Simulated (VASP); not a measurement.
# Hf2Si3 in VASP: relaxation of the atoms with PBEsol

Aim: the relaxation of the atoms of Hf2Si3 with PBEsol.

All numbers are computed with VASP 6.6.1; they aren't measurements. Logs are shortened: lines on timing, memory, paths and dates and some standing lists are left out, and cuts for length are marked.

## (1) The cell of the first run

The cell holds a slab with vacuum, 10 atoms: a = 3.636 Å, b = 3.650 Å, c = 27.176 Å, α = 90.00°, β = 90.00°, γ = 90.00°.

## (2) Relaxation of the atoms, PBEsol

The input, INCAR:

```
SYSTEM = Hf2Si3
PREC = Accurate ; ENCUT = 450
EDIFF = 1E-7 ; ISMEAR = 0
SIGMA = 0.1 ; LREAL = .False.
LASPH = .True. ; NELM = 120
ALGO = Normal ; ISIF = 2
LWAVE = .False. ; LCHARG = .False.
LDIPOL = .True. ; IDIPOL = 3
DIPOL = 0.5 0.5 0.500 ; GGA = PS
IBRION = 2 ; NSW = 90
EDIFFG = -0.03 ; GGA_COMPAT = .False.
NELMIN = 4 ; NELMDL = -8
KPAR = 4
```

The input, KPOINTS:

```
regular mesh
0
Gamma
  8 8 1
  0 0 0
```

The input, POSCAR:

```
Hf2Si3
1.0
    3.6361020419      0.0000000000      0.0000000000
    0.0000000000      3.6500013776      0.0000000000
    0.0000000000      0.0000000000     27.1762398152
Hf Si
4 6
Selective dynamics
Direct
    0.7500000000      0.5000000000      0.3127732187  F F F
    0.2500000000      0.5000000000      0.4233013977  F F F
    0.7500000000      0.0000000000      0.5766986023  T T T
    0.2500000000      0.0000000000      0.6872267813  T T T
    0.2500000000      0.0000000000      0.3389092556  F F F
    0.7500000000      0.0000000000      0.3971653608  F F F
    0.2500000000      0.0000000000      0.4998841435  T T T
    0.7500000000      0.5000000000      0.5001158565  T T T
    0.2500000000      0.5000000000      0.6028346392  T T T
    0.7500000000      0.5000000000      0.6610907444  T T T
```

Potentials or basis: VASP PAW PBE potentials, release 64 (Hf_pv, Si).

On the command line:

```sh
$ cat potpaw_PBE.64/Hf_pv/POTCAR potpaw_PBE.64/Si/POTCAR > POTCAR
$ mpirun -np 4 vasp_std > vasp.out
```

OUTCAR:

```text
SYSTEM = Hf2Si3
   PREC = Accurate
   ENCUT = 450
   EDIFF = 1E-7
   ISMEAR = 0
   LREAL = .False.
   LASPH = .True.
   NELM = 120
   ISIF = 2
   GGA = PS
   IBRION = 2
   NSW = 90
   EDIFFG = -0.03
   NELMIN = 4
   NELMDL = -8

 ion  position               nearest neighbor table
   1  0.750  0.500  0.313-   5 2.67   5 2.67   5 2.67   5 2.67   6 2.93   6 2.93   2 3.51   2 3.51

   2  0.250  0.500  0.423-   6 2.67   6 2.67   6 2.67   6 2.67   7 2.77   7 2.77   8 2.77   8 2.77
                             5 2.93   5 2.93   1 3.51   1 3.51
   3  0.750  0.000  0.577-   9 2.67   9 2.67   9 2.67   9 2.67   8 2.77   8 2.77   7 2.77   7 2.77
                            10 2.93  10 2.93   4 3.51   4 3.51
   4  0.250  0.000  0.687-  10 2.67  10 2.67  10 2.67  10 2.67   9 2.93   9 2.93   3 3.51   3 3.51

   5  0.250  0.000  0.339-   6 2.41   6 2.41   1 2.67   1 2.67   1 2.67   1 2.67   2 2.93   2 2.93

   6  0.750  0.000  0.397-   5 2.41   5 2.41   2 2.67   2 2.67   2 2.67   2 2.67   1 2.93   1 2.93
[... 5 lines left out ...]
   9  0.250  0.500  0.603-  10 2.41  10 2.41   3 2.67   3 2.67   3 2.67   3 2.67   4 2.93   4 2.93

  10  0.750  0.500  0.661-   9 2.41   9 2.41   4 2.67   4 2.67   4 2.67   4 2.67   3 2.93   3 2.93

  LATTYP: Found a simple orthorhombic cell.
 ALAT       =     3.6361020419
 B/A-ratio  =     1.0038225923
 C/A-ratio  =     7.4740036176

  Lattice vectors:

 A1 = (   3.6361020419,   0.0000000000,   0.0000000000)
 A2 = (   0.0000000000,   3.6500013776,   0.0000000000)
 A3 = (   0.0000000000,   0.0000000000,  27.1762398152)

Analysis of symmetry for initial positions (statically):
=====================================================================
 Subroutine PRICEL returns:
 Original cell was already a primitive cell.

 Routine SETGRP: Setting up the symmetry group for a
 simple orthorhombic supercell.

 Subroutine GETGRP returns: Found  8 space group operations
 (whereof  2 operations were pure point group operations)
 out of a pool of  8 trial point group operations.

The static configuration has the point symmetry C_1h.
 The point group associated with its full space group is D_2h.

Analysis of symmetry for dynamics (positions and initial velocities):
=====================================================================
 Subroutine PRICEL returns:
 Original cell was already a primitive cell.

 Routine SETGRP: Setting up the symmetry group for a
 simple orthorhombic supercell.

 Subroutine GETGRP returns: Found  8 space group operations
 (whereof  2 operations were pure point group operations)
 out of a pool of  8 trial point group operations.

The dynamic configuration has the point symmetry C_1h.
 The point group associated with its full space group is D_2h.

Analysis of constrained symmetry for selective dynamics:
=====================================================================
 Subroutine PRICEL returns:
 Original cell was already a primitive cell.

 Routine SETGRP: Setting up the symmetry group for a
 simple orthorhombic supercell.

 Subroutine GETGRP returns: Found  4 space group operations
 (whereof  2 operations were pure point group operations)
 out of a pool of  8 trial point group operations.

The constrained configuration has the point symmetry C_1h.
 The point group associated with its full space group is C_2v.

 Subroutine INISYM returns: Found  4 space group operations
 (whereof  2 operations are pure point group operations),
 and found     1 'primitive' translations

----------------------------------------------------------------------------------------

                                     Primitive cell

  volume of cell :     360.6770

  direct lattice vectors                    reciprocal lattice vectors
     3.636102042  0.000000000  0.000000000     0.275019785  0.000000000  0.000000000
     0.000000000  3.650001378  0.000000000     0.000000000  0.273972499  0.000000000
     0.000000000  0.000000000 27.176239815     0.000000000  0.000000000  0.036796849

  length of vectors
     3.636102042  3.650001378 27.176239815     0.275019785  0.273972499  0.036796849

  position of ions in fractional coordinates (direct lattice)
     0.750000000  0.500000000  0.312773219
     0.250000000  0.500000000  0.423301398
     0.750000000  0.000000000  0.576698602
     0.250000000  0.000000000  0.687226781
     0.250000000  0.000000000  0.338909256
     0.750000000  0.000000000  0.397165361
     0.250000000  0.000000000  0.499884143
     0.750000000  0.500000000  0.500115857
     0.250000000  0.500000000  0.602834639
     0.750000000  0.500000000  0.661090744

  ion indices of the primitive-cell ions
   primitive index   ion index
                 1           1
                 2           2
                 3           3
                 4           4
                 5           5
                 6           6
                 7           7
                 8           8
                 9           9
                10          10

----------------------------------------------------------------------------------------

 KPOINTS: regular mesh

Automatic generation of k-mesh.
 Grid dimensions read from file:
 generate k-points for:    8    8    1

 Generating k-lattice:

  Cartesian coordinates                     Fractional coordinates (reciprocal lattice)
     0.034377473  0.000000000  0.000000000     0.125000000  0.000000000  0.000000000
     0.000000000  0.034246562  0.000000000     0.000000000  0.125000000  0.000000000
     0.000000000  0.000000000  0.036796849     0.000000000  0.000000000  1.000000000

  Length of vectors
     0.034377473  0.034246562  0.036796849

  Shift w.r.t. Gamma in fractional coordinates (k-lattice)
     0.000000000  0.000000000  0.000000000

 Subroutine IBZKPT returns following result:
 ===========================================

 Found     25 irreducible k-points:

 Following reciprocal coordinates:
            Coordinates               Weight
  0.000000  0.000000  0.000000      1.000000
  0.125000  0.000000  0.000000      2.000000
  0.250000  0.000000  0.000000      2.000000
  0.375000  0.000000  0.000000      2.000000
  0.500000  0.000000  0.000000      1.000000
  0.000000  0.125000  0.000000      2.000000
[... 16 lines left out ...]
  0.250000  0.500000  0.000000      2.000000
  0.375000  0.500000  0.000000      2.000000
   k-points           NKPTS =     25   k-points in BZ     NKDIM =     25   number of bands    NBANDS=     38
   number of dos      NEDOS =    301   number of ions     NIONS =     10
   total plane-waves  NPLWV = 150528
   dimension x,y,z NGX =    28 NGY =   28 NGZ =  192
   dimension x,y,z NGXF=    56 NGYF=   56 NGZF=  384
   ions per type =               4   6
   NGX,Y,Z   is equivalent  to a cutoff of  12.80, 12.75, 11.75 a.u.
   NGXF,Y,Z  is equivalent  to a cutoff of  25.60, 25.51, 23.49 a.u.
 SYSTEM =  Hf2Si3
   PREC   = accura    normal or accurate (medium, high low for compatibility)
   ISTART =      0    job   : 0-new  1-cont  2-samecut
   ICHARG =      2    charge: 1-file 2-atom 10-const
   ISPIN  =      1    spin polarized calculation?
   LNONCOLLINEAR =      F non collinear calculations
   LSORBIT =      F    spin-orbit coupling
   LASPH  =      T    aspherical Exc in radial PAW
   ENCUT  =  450.0 eV  33.07 Ry    5.75 a.u.   6.29  6.31 47.01*2*pi/ulx,y,z
   NELM   =    120;   NELMIN=  4; NELMDL= -8     # of ELM steps
   EDIFF  = 0.1E-06   stopping-criterion for ELM
   LREAL  =      F    real-space projection
   EDIFFG = -.3E-01   stopping-criterion for IOM
   NSW    =     90    number of steps for IOM
   IBRION =      2    ionic relax: 0-MD 1-quasi-New 2-CG
   NFREE  =      1    steps in history (QN), initial steepest desc. (CG)
   ISIF   =      2    stress and relaxation
   ISYM   =      2    0-nonsym 1-usesym 2-fastsym
   POTIM  = 0.5000    time-step for ionic-motion
   TEBEG  =    0.0;   TEEND  =   0.0 temperature during run
   PSTRESS=    0.0 pullay stress
   NELECT =      64.0000    total number of electrons
   NUPDOWN=      -1.0000    fix difference up-down
   EMIN   =  10.00;   EMAX   =-10.00  energy-range for DOS
   EFERMI =   0.00;   METHOD = LEGACY
   ISMEAR =     0;   SIGMA  =   0.10  broadening in eV -4-tet -1-fermi 0-gaus
   EFERMI_NEDOS =   21; number of points for ismear=-14 and -15
   IALGO  =     38    algorithm
   IMIX   =      4    mixing-type and parameters
     AMIX     =   0.40;   BMIX     =  1.00
     AMIX_MAG =   1.60;   BMIX_MAG =  1.00
  volume/ion in A,a.u.               =      36.07       243.40
  Fermi-wavevector in a.u.,A,eV,Ry     =   0.919945  1.738445 11.514602  0.846299
  Thomas-Fermi vector in A             =   2.045196
   LORBIT       =      0    0 simple, 1 ext, 2 COOP (PROOUT), +10 PAW based schemes
   GGA     = PS    functional components
   LHFCALC =     F    Hartree Fock is set to
   AEXX    =    0.0000 exact exchange contribution
   IVDW    =     0    specifies the selected vdW correction
   LEPSILON=     F    determine dielectric tensor
   LRPA    =     F    only Hartree local field effects (RPA)
 conjugate gradient relaxation of ions
 non-spin polarized calculation
 Gauss-broadening in eV      SIGMA  =   0.10
  energy-cutoff  :      450.00
  volume of cell :      360.68
 maximum number of plane-waves:      7888
 NGX is ok and might be reduce to    28
   NGX = 13   NGY = 13   NGZ = 95

--------------------------------------- Ionic step        1  -------------------------------------------

 number of electron      63.9999998 magnetization

 Free energy of the ion-electron system (eV)
  ---------------------------------------------------
  ext. energy  EPLUGINS =         0.00000000
  ---------------------------------------------------
  free energy    TOTEN  =       -79.60206416 eV

  energy without entropy =      -79.57494577  energy(sigma->0) =      -79.58850497

------------------------ aborting loop because EDIFF is reached ----------------------------------------

  FORCE on cell =-STRESS in cart. coord.  units (eV):
  Direction    XX          YY          ZZ          XY          YZ          ZX
  --------------------------------------------------------------------------------------
  -------------------------------------------------------------------------------------
  Total       -1.7787377     -3.7420390     -2.8063473      0.0000000      0.0000000      0.0000000
  in kB       -7.9013998    -16.6226567    -12.4661843      0.0000000      0.0000000      0.0000000
  external PRESSURE =     -12.3300803 kB  Pullay stress =       0.0000000 kB
[... 113 lines left out ...]
  FREE ENERGIE OF THE ION-ELECTRON SYSTEM (eV)
  ---------------------------------------------------
  free  energy   TOTEN  =       -79.8189919612 eV

  energy  without entropy=      -79.7812871035  energy(sigma->0) =      -79.80013953

 vacuum level on the upper side and lower side of the slab       (xc-potential included)        -0.142         0.016

[... ionic steps 4 to 18 ...]

--------------------------------------- Ionic step       19  -------------------------------------------

 number of electron      63.9999999 magnetization

------------------------ aborting loop because EDIFF is reached ----------------------------------------
[... 77 lines left out ...]
  FREE ENERGIE OF THE ION-ELECTRON SYSTEM (eV)
  ---------------------------------------------------
  free  energy   TOTEN  =       -79.8618399967 eV

  energy  without entropy=      -79.8313502154  energy(sigma->0) =      -79.84659511

 dipolmoment           0.000000      0.000000     -0.000050 electrons x Angstroem

--------------------------------------- Ionic step       21  -------------------------------------------

 number of electron      63.9999998 magnetization

 dipolmoment           0.000000      0.000000      0.000048 electrons x Angstroem

 Free energy of the ion-electron system (eV)
  ---------------------------------------------------
  ext. energy  EPLUGINS =         0.00000000
  ---------------------------------------------------
  free energy    TOTEN  =       -79.86207333 eV

  energy without entropy =      -79.83175442  energy(sigma->0) =      -79.84691388

 E-fermi :   1.6431     XC(G=0):  -5.9886

 val. band max:        1.6305487667   @ k =   0.3750   0.2500   0.0000
 cond. band min:       1.6653153421   @ k =   0.1250   0.3750   0.0000
 fundamental gap:      0.0347665753
 Fermi energy:         1.6431184978

 k-point     1 :       0.0000    0.0000    0.0000
  band No.  band energies     occupation
      1     -29.7696      2.00000
      2     -29.4513      2.00000
      3     -29.4357      2.00000
      4     -28.9848      2.00000
      5     -28.7402      2.00000
      6     -28.7217      2.00000
[... 973 lines left out ...]
     37       4.0898      0.00000
     38       4.1467      0.00000

 [... further k-points ...]

------------------------ aborting loop because EDIFF is reached ----------------------------------------

 vacuum level on the upper side and lower side of the slab       (xc-potential included)        -0.119        -0.103

  FORCE on cell =-STRESS in cart. coord.  units (eV):
  Direction    XX          YY          ZZ          XY          YZ          ZX
  --------------------------------------------------------------------------------------
  -------------------------------------------------------------------------------------
  Total       -1.0652948      0.2070273     -1.3011097      0.0000000      0.0000000      0.0000000
  in kB       -4.7321874      0.9196441     -5.7797099      0.0000000      0.0000000      0.0000000
  external PRESSURE =      -3.1974177 kB  Pullay stress =       0.0000000 kB
[... 25 lines left out ...]
  FREE ENERGIE OF THE ION-ELECTRON SYSTEM (eV)
  ---------------------------------------------------
  free  energy   TOTEN  =       -79.8620733328 eV

  energy  without entropy=      -79.8317544238  energy(sigma->0) =      -79.84691388

 reached required accuracy - stopping structural energy minimisation

 vacuum level on the upper side and lower side of the slab         5.179         5.194
```

It took 21 min on 4 MPI ranks of Intel Xeon 6975P-C (Granite Rapids), shared host; peak memory 0.56 GiB.

What came out:

```yaml
Free_energy: -79.8621 eV
Energy_gained_by_relaxing: 26.0 meV/atom
Ionic_steps: 21
Band_gap_on_the_k_mesh: zero (bands 32 and 33 overlap by 0.56 eV)
```

Step by step:
```
step  energy change (eV)  largest force on free atoms (eV/Å)  pressure (GPa)
   1              0.0000                              1.2323           -1.23
   2             -0.1060                              0.8911           -0.98
   3             -0.2169                              0.3685           -0.23
   4             -0.2182                              0.3815           -0.15
   5             -0.2183                              0.3900           -0.11
   6             -0.2362                              0.2581           -0.14
   7             -0.2405                              0.2237           -0.15
   8             -0.2488                              0.1712           -0.13
   9             -0.2502                              0.1957           -0.11
  10             -0.2539                              0.0914           -0.05
  11             -0.2539                              0.1079           -0.04
  12             -0.2553                              0.0725           -0.08
  13             -0.2558                              0.1511           -0.11
  14             -0.2566                              0.1295           -0.14
  15             -0.2584                              0.0662           -0.22
  16             -0.2590                              0.0659           -0.37
  17             -0.2592                              0.0499           -0.32
  18             -0.2596                              0.0438           -0.32
  19             -0.2598                              0.0437           -0.32
  20             -0.2598                              0.0432           -0.31
  21             -0.2600                              0.0281           -0.32
```

Final structure:
```xyz
10
Lattice="3.6361 0.0000 0.0000 0.0000 3.6500 0.0000 0.0000 0.0000 27.1762" Properties=species:S:1:pos:R:3 pbc="T T T"
Hf    2.7271    1.8250    8.5000
Hf    0.9090    1.8250   11.5037
Hf    2.7271    0.0000   15.6732
Hf    0.9090    0.0000   18.4826
Si    0.9090    0.0000    9.2103
Si    2.7271    0.0000   10.7935
Si    0.9090    0.0000   13.6106
Si    2.7271    1.8250   13.5907
Si    0.9090    1.8250   16.4905
Si    2.7271    1.8250   18.3431
```

Levels at points of the mesh, in eV from the Fermi level:
```
           k point  band 28  band 29  band 30  band 31  band 32  band 33  band 34  band 35  band 36  band 37
(0.00, 0.00, 0.00)    -1.58    -1.53    -1.37    -0.54    -0.18     0.99     1.30     1.34     1.77     1.86
(0.50, 0.00, 0.00)    -1.90    -1.59    -1.56    -0.23    -0.23     0.68     1.09     1.16     1.31     1.46
(0.00, 0.50, 0.00)    -1.09    -0.92    -0.85    -0.44    -0.19    -0.10    -0.09     1.11     1.29     1.32
(0.50, 0.50, 0.00)    -2.58    -2.11    -2.07    -0.34    -0.22     0.64     0.69     2.08     2.56     2.58
```

Caveat: the PAW data sets were made with another functional, which shifts forces and pressure a little; spin-orbit coupling is left out, which moves the levels of the heavy elements.
